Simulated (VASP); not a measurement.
The system is SnO2.

```
CELL_PARAMETERS angstrom
1.61709 0.93363 4.80059
-1.61709 0.93363 4.80059
0.00000 -1.86726 4.80059
ATOMIC_POSITIONS crystal
Sn 0.50000 0.50000 0.50000
O 0.76283 0.76283 0.76283
O 0.23717 0.23717 0.23717
```

* Program: VASP 6.6.1
* Task: relaxation of cell and atoms
* Functional: revPBE
* Dispersion: D3(BJ)
* Potentials or basis: VASP PAW PBE potentials, release 64 (Sn_d, O)
* Cutoff: 600 eV
* k mesh: 10 × 10 × 10
* Occupations: fermi-dirac, width 0.05 eV
* Spin: no spin polarisation

At the start: pressure -1.9 GPa; volume 14.50 Å³/atom.

Problem. How do energy, volume and symmetry change on relaxing?

Solution. Over 13 steps the energy falls by 23.6 meV/atom and the volume is 12.77 Å³/atom (-11.9 %); space group R-3m (No. 166, to 0.05 Å).

The path:
| step | energy change (eV) | largest force (eV/Å) | pressure (GPa) | volume (Å³) |
| --- | --- | --- | --- | --- |
| 1 | 0.0000 | 0.0537 | -1.94 | 43.49 |
| 2 | -0.0061 | 0.3085 | 1.16 | 42.39 |
| 3 | -0.0063 | 0.2644 | 0.63 | 42.57 |
| 4 | -0.0137 | 0.2616 | 0.64 | 42.21 |
| 5 | -0.0344 | 0.2532 | 0.77 | 41.13 |
| 6 | -0.0627 | 0.2224 | 1.77 | 38.95 |
| 7 | 0.0106 | 0.0364 | 8.53 | 34.55 |
| 8 | -0.0597 | 0.3656 | 3.24 | 38.25 |
| 9 | -0.0697 | 0.1174 | 0.66 | 38.37 |
| 10 | -0.0705 | 0.0277 | -0.24 | 38.42 |
| 11 | -0.0705 | 0.0328 | -0.17 | 38.41 |
| 12 | -0.0706 | 0.0240 | -0.14 | 38.39 |
| 13 | -0.0707 | 0.0015 | -0.03 | 38.32 |

Final structure:
```
Sn O
1.0
     1.62288    0.93697    4.19973
    -1.62288    0.93697    4.19973
     0.00000   -1.87394    4.19973
Sn O
1 2
Direct
  0.50000 0.50000 0.50000
  0.75454 0.75454 0.75454
  0.24546 0.24546 0.24546
```

Caveat: the PAW data sets were made with another functional, which shifts forces and pressure a little.
